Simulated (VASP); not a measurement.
# Sn2Ge3 (C2/m) in VASP: single point with PBE

Aim: the single point of Sn2Ge3 with PBE.

Everything below comes from runs of VASP 6.6.1. Logs are shortened: lines on timing, memory, paths and dates and some standing lists are left out, and cuts for length are marked.

### Step 1. The cell of the first run

It takes space group C2/m (No. 12, monoclinic). The conventional cell has a = 11.114 Å, b = 3.647 Å, c = 7.841 Å, α = 90.00°, β = 134.16°, γ = 90.00°. Within 4.0 Å of Sn (site symmetry m) lie 9 Ge at 3.06 to 3.65 Å and 5 Sn at 3.22 to 3.65 Å. Within 3.7 Å of Ge (site symmetry 2/m) lie 8 Ge at 2.82 to 3.65 Å and 6 Sn at 3.17 to 3.62 Å. Ge (site symmetry m) has 7 Ge at 2.82 to 3.65 Å and 6 Sn at 3.06 to 3.65 Å within 3.7 Å.

### Step 2. Single point, PBE

INCAR

```
PREC     = Accurate       # precision mode
ENCUT    = 520            # plane-wave cutoff, eV
EDIFF    = 1E-7           # SCF threshold, eV
ISMEAR   = 0              # smearing method
SIGMA    = 0.1            # smearing width, eV
LREAL    = F              # projectors in reciprocal space
LASPH    = T              # aspherical terms in the spheres
NELM     = 60             # most SCF steps
ALGO     = Fast           # electronic algorithm
ISIF     = 2              # what is computed and relaxed
LWAVE    = F              # write WAVECAR
LCHARG   = T              # write CHGCAR
GGA      = PE             # functional
LELF     = T              # ELF
LVHAR    = T            
NBANDS   = 43             # bands
```

KPOINTS

```
Automatic mesh
0
Gamma
  12 12 8
```

POSCAR

```
Sn2Ge3
1.0
    5.5534894004     -1.8235686584     -0.1981319694
    5.5534894004      1.8235686584     -0.1981319694
   -5.2583547935      0.0000000000      5.8160639856
Sn Ge
2 3
Direct
    0.1864838851      0.1864838851      0.1047102595
    0.8135161149      0.8135161149      0.8952897405
    0.0000000000      0.0000000000      0.5000000000
    0.6152655444      0.6152655444      0.3658692482
    0.3847344556      0.3847344556      0.6341307518
```

Potentials or basis: VASP PAW PBE potentials, release 64 (Sn_d, Ge_d).

On the command line:

```sh
$ cat potpaw_PBE.64/Sn_d/POTCAR potpaw_PBE.64/Ge_d/POTCAR > POTCAR
$ mpirun -np 1 vasp_std > vasp.out
```

OUTCAR:

```text
PREC = Accurate
   ENCUT = 520
   EDIFF = 1E-7
   ISMEAR = 0
   LREAL = F
   LASPH = T
   NELM = 60
   ISIF = 2
   GGA = PE

 ion  position               nearest neighbor table
   1  0.186  0.186  0.105-   5 3.06   3 3.17   3 3.17   2 3.22   4 3.23   4 3.23   5 3.31   5 3.31
                             2 3.35   2 3.35
   2  0.814  0.814  0.895-   4 3.06   3 3.17   3 3.17   1 3.22   5 3.23   5 3.23   4 3.31   4 3.31
                             1 3.35   1 3.35
   3  0.000  0.000  0.500-   4 2.82   4 2.82   5 2.82   5 2.82   1 3.17   2 3.17   1 3.17   2 3.17

   4  0.615  0.615  0.366-   5 2.82   5 2.82   3 2.82   3 2.82   2 3.06   1 3.23   1 3.23   2 3.31
                             2 3.31
   5  0.385  0.385  0.634-   4 2.82   4 2.82   3 2.82   3 2.82   1 3.06   2 3.23   2 3.23   1 3.31
                             1 3.31

  LATTYP: Found a base centered monoclinic cell.
 ALAT       =    11.1140453117
 B/A-ratio  =     0.3281556998
 C/A-ratio  =     0.7054785290
 COS(beta)  =    -0.6966680506

  Lattice vectors:

 A1 = (   5.5534894004,  -1.8235686584,  -0.1981319694)
 A2 = (   5.5534894004,   1.8235686584,  -0.1981319694)
 A3 = (  -5.2583547935,   0.0000000000,   5.8160639856)

Analysis of symmetry for initial positions (statically):
=====================================================================
 Subroutine PRICEL returns:
 Original cell was already a primitive cell.

 Routine SETGRP: Setting up the symmetry group for a
 base centered monoclinic supercell.

 Subroutine GETGRP returns: Found  4 space group operations
 (whereof  4 operations were pure point group operations)
 out of a pool of  4 trial point group operations.

The static configuration has the point symmetry C_2h.

Analysis of symmetry for dynamics (positions and initial velocities):
=====================================================================
 Subroutine PRICEL returns:
 Original cell was already a primitive cell.

 Routine SETGRP: Setting up the symmetry group for a
 base centered monoclinic supercell.

 Subroutine GETGRP returns: Found  4 space group operations
 (whereof  4 operations were pure point group operations)
 out of a pool of  4 trial point group operations.

The dynamic configuration has the point symmetry C_2h.

 Subroutine INISYM returns: Found  4 space group operations
 (whereof  4 operations are pure point group operations),
 and found     1 'primitive' translations

----------------------------------------------------------------------------------------

                                     Primitive cell

  volume of cell :     114.0008

  direct lattice vectors                    reciprocal lattice vectors
     5.553489400 -1.823568658 -0.198131969     0.093034393 -0.274187647  0.084113216
     5.553489400  1.823568658 -0.198131969     0.093034393  0.274187647  0.084113216
    -5.258354793  0.000000000  5.816063986     0.006338681  0.000000000  0.177668443

  length of vectors
     5.848581319  5.848581319  7.840720338     0.301511687  0.301511687  0.177781480

  position of ions in fractional coordinates (direct lattice)
     0.186483885  0.186483885  0.104710260
     0.813516115  0.813516115  0.895289740
     0.000000000  0.000000000  0.500000000
     0.615265544  0.615265544  0.365869248
     0.384734456  0.384734456  0.634130752

  ion indices of the primitive-cell ions
   primitive index   ion index
                 1           1
                 2           2
                 3           3
                 4           4
                 5           5

----------------------------------------------------------------------------------------

 KPOINTS: Automatic mesh

Automatic generation of k-mesh.
 Grid dimensions read from file:
 generate k-points for:   12   12    8

 Generating k-lattice:

  Cartesian coordinates                     Fractional coordinates (reciprocal lattice)
     0.007752866 -0.022848971  0.007009435     0.083333333 -0.000000000  0.000000000
     0.007752866  0.022848971  0.007009435    -0.000000000  0.083333333  0.000000000
     0.000792335  0.000000000  0.022208555     0.000000000  0.000000000  0.125000000

  Length of vectors
     0.025125974  0.025125974  0.022222685

  Shift w.r.t. Gamma in fractional coordinates (k-lattice)
     0.000000000  0.000000000  0.000000000

 Subroutine IBZKPT returns following result:
 ===========================================

 Found    320 irreducible k-points:

 Following reciprocal coordinates:
            Coordinates               Weight
  0.000000  0.000000  0.000000      1.000000
  0.083333  0.000000  0.000000      4.000000
  0.166667  0.000000  0.000000      4.000000
  0.250000  0.000000  0.000000      4.000000
  0.333333  0.000000  0.000000      4.000000
  0.416667  0.000000  0.000000      4.000000
[... 16 lines left out ...]
  0.500000  0.166667  0.000000      4.000000
 -0.416667  0.166667 -0.000000      4.000000
 [... further k-points ...]
   k-points           NKPTS =    320   k-points in BZ     NKDIM =    320   number of bands    NBANDS=     43
   number of dos      NEDOS =    301   number of ions     NIONS =      5
   total plane-waves  NPLWV = 138240
   dimension x,y,z NGX =    48 NGY =   48 NGZ =   60
   dimension x,y,z NGXF=    96 NGYF=   96 NGZF=  120
   ions per type =               2   3
   NGX,Y,Z   is equivalent  to a cutoff of  13.64, 13.64, 12.72 a.u.
   NGXF,Y,Z  is equivalent  to a cutoff of  27.29, 27.29, 25.44 a.u.
 SYSTEM =  unknown system
   PREC   = accura    normal or accurate (medium, high low for compatibility)
   ISTART =      0    job   : 0-new  1-cont  2-samecut
   ICHARG =      2    charge: 1-file 2-atom 10-const
   ISPIN  =      1    spin polarized calculation?
   LNONCOLLINEAR =      F non collinear calculations
   LSORBIT =      F    spin-orbit coupling
   LASPH  =      T    aspherical Exc in radial PAW
   ENCUT  =  520.0 eV  38.22 Ry    6.18 a.u.  10.87 10.87 14.58*2*pi/ulx,y,z
   NELM   =     60;   NELMIN=  2; NELMDL= -5     # of ELM steps
   EDIFF  = 0.1E-06   stopping-criterion for ELM
   LREAL  =      F    real-space projection
   EDIFFG = 0.1E-05   stopping-criterion for IOM
   NSW    =      0    number of steps for IOM
   IBRION =     -1    ionic relax: 0-MD 1-quasi-New 2-CG
   NFREE  =      0    steps in history (QN), initial steepest desc. (CG)
   ISIF   =      2    stress and relaxation
   ISYM   =      2    0-nonsym 1-usesym 2-fastsym
   POTIM  = 0.5000    time-step for ionic-motion
   TEBEG  =    0.0;   TEEND  =   0.0 temperature during run
   PSTRESS=    0.0 pullay stress
   NELECT =      70.0000    total number of electrons
   NUPDOWN=      -1.0000    fix difference up-down
   EMIN   =  10.00;   EMAX   =-10.00  energy-range for DOS
   EFERMI =   0.00;   METHOD = LEGACY
   ISMEAR =     0;   SIGMA  =   0.10  broadening in eV -4-tet -1-fermi 0-gaus
   EFERMI_NEDOS =   21; number of points for ismear=-14 and -15
   IALGO  =     68    algorithm
   IMIX   =      4    mixing-type and parameters
     AMIX     =   0.40;   BMIX     =  1.00
     AMIX_MAG =   1.60;   BMIX_MAG =  1.00
  volume/ion in A,a.u.               =      22.80       153.86
  Fermi-wavevector in a.u.,A,eV,Ry     =   1.391463  2.629483 26.343173  1.936169
  Thomas-Fermi vector in A             =   2.515299
   LORBIT       =      0    0 simple, 1 ext, 2 COOP (PROOUT), +10 PAW based schemes
   GGA     = PE    functional components
   LHFCALC =     F    Hartree Fock is set to
   AEXX    =    0.0000 exact exchange contribution
   IVDW    =     0    specifies the selected vdW correction
   LEPSILON=     F    determine dielectric tensor
   LRPA    =     F    only Hartree local field effects (RPA)
 non-spin polarized calculation
 RMM-DIIS sequential band-by-band and
 Gauss-broadening in eV      SIGMA  =   0.10
  energy-cutoff  :      520.00
  volume of cell :      114.00
 maximum number of plane-waves:      3097
 NGX is ok and might be reduce to    48
   NGX = 21   NGY = 21   NGZ = 29

 number of electron      69.9999997 magnetization

 Free energy of the ion-electron system (eV)
  ---------------------------------------------------
  ext. energy  EPLUGINS =         0.00000000
  ---------------------------------------------------
  free energy    TOTEN  =       -20.17200317 eV

  energy without entropy =      -20.16107477  energy(sigma->0) =      -20.16653897

 E-fermi :   7.0771     XC(G=0): -10.6997

 val. band max:        7.0754906771   @ k =   0.3333   0.1667   0.0000
 cond. band min:       7.0796525926   @ k =  -0.3333  -0.3333   0.2500
 fundamental gap:      0.0041619155
 Fermi energy:         7.0770534024

 k-point     1 :       0.0000    0.0000    0.0000
  band No.  band energies     occupation
      1     -17.5979      2.00000
      2     -17.5709      2.00000
      3     -17.5594      2.00000
      4     -17.5561      2.00000
      5     -17.5437      2.00000
      6     -17.5315      2.00000
[... 35 lines left out ...]
     42      11.3015      0.00000
     43      15.2594      0.00000

 k-point     2 :       0.0833    0.0000    0.0000
  band No.  band energies     occupation
      1     -17.5974      2.00000
      2     -17.5713      2.00000
      3     -17.5590      2.00000
      4     -17.5554      2.00000
      5     -17.5444      2.00000
      6     -17.5343      2.00000
[... 35 lines left out ...]
     42      12.3961      0.00000
     43      15.0277      0.00000

 k-point     3 :       0.1667    0.0000    0.0000
  band No.  band energies     occupation
      1     -17.5953      2.00000
      2     -17.5733      2.00000
      3     -17.5582      2.00000
      4     -17.5515      2.00000
      5     -17.5459      2.00000
      6     -17.5379      2.00000
[... 35 lines left out ...]
     42      12.6688      0.00000
     43      13.2786      0.00000

 k-point     4 :       0.2500    0.0000    0.0000
  band No.  band energies     occupation
      1     -17.5910      2.00000
      2     -17.5767      2.00000
      3     -17.5572      2.00000
      4     -17.5512      2.00000
      5     -17.5431      2.00000
      6     -17.5369      2.00000
[... 863 lines left out ...]
     42      11.4439      0.00000
     43      12.0095      0.00000

 k-point    23 :       0.5000    0.1667    0.0000
  band No.  band energies     occupation
      1     -17.5804      2.00000
      2     -17.5772      2.00000
      3     -17.5607      2.00000
      4     -17.5592      2.00000
      5     -17.5377      2.00000
      6     -17.5250      2.00000
[... 35 lines left out ...]
     42      11.1236      0.00000
     43      11.7428      0.00000

 k-point    24 :      -0.4167    0.1667   -0.0000
  band No.  band energies     occupation
      1     -17.5816      2.00000
      2     -17.5724      2.00000
      3     -17.5614      2.00000
      4     -17.5576      2.00000
      5     -17.5338      2.00000
      6     -17.5240      2.00000
[... 35 lines left out ...]
     42      10.9122      0.00000
     43      11.3252      0.00000

 [... further k-points ...]

------------------------ aborting loop because EDIFF is reached ----------------------------------------

  FORCE on cell =-STRESS in cart. coord.  units (eV):
  Direction    XX          YY          ZZ          XY          YZ          ZX
  --------------------------------------------------------------------------------------
  -------------------------------------------------------------------------------------
  Total       -0.0074179     -0.0305024     -0.0141099      0.0000000      0.0000000     -0.0110073
  in kB       -0.1042519     -0.4286837     -0.1983014      0.0000000      0.0000000     -0.1546978
  external PRESSURE =      -0.2437457 kB  Pullay stress =       0.0000000 kB

 VOLUME and BASIS-vectors are now :
 -----------------------------------------------------------------------------
  energy-cutoff  :      520.00
  volume of cell :      114.00
      direct lattice vectors                 reciprocal lattice vectors
     5.553489400 -1.823568658 -0.198131969     0.093034393 -0.274187647  0.084113216
     5.553489400  1.823568658 -0.198131969     0.093034393  0.274187647  0.084113216
    -5.258354793  0.000000000  5.816063986     0.006338681  0.000000000  0.177668443

 POSITION                                       TOTAL-FORCE (eV/Angst)
 -----------------------------------------------------------------------------------
      1.52067      0.00000      0.53510        -0.002531      0.000000     -0.001818
      4.32796      0.00000      4.88470         0.002531      0.000000      0.001818
     -2.62918      0.00000      2.90803         0.000000      0.000000      0.000000
      4.90987      0.00000      1.88411         0.001964      0.000000     -0.003856
      0.93875      0.00000      3.53569        -0.001964      0.000000      0.003856
 -----------------------------------------------------------------------------------
    total drift:                                0.000000     -0.000000     -0.000000

  FREE ENERGIE OF THE ION-ELECTRON SYSTEM (eV)
  ---------------------------------------------------
  free  energy   TOTEN  =       -20.1720031734 eV

  energy  without entropy=      -20.1610747732  energy(sigma->0) =      -20.16653897
```

Run time: 2.3 h. Hardware: 1 thread of Oxide Virtual Turin-like, shared host; peak memory 1.2 GiB.

What came out:

```
Free energy            : -20.1720 eV
Pressure               : 0.0 GPa
Largest force          : 0.004 eV/Å
Band gap on the k mesh : zero (bands 35 and 36 overlap by 2.93 eV)
```

Forces on the atoms (eV/Å):
```
Sn  -0.003  0.000 -0.002
Sn   0.003  0.000  0.002
Ge   0.000  0.000  0.000
Ge   0.002  0.000 -0.004
Ge  -0.002  0.000  0.004
```

Caveat: spin-orbit coupling is left out, which moves the levels of the heavy elements.
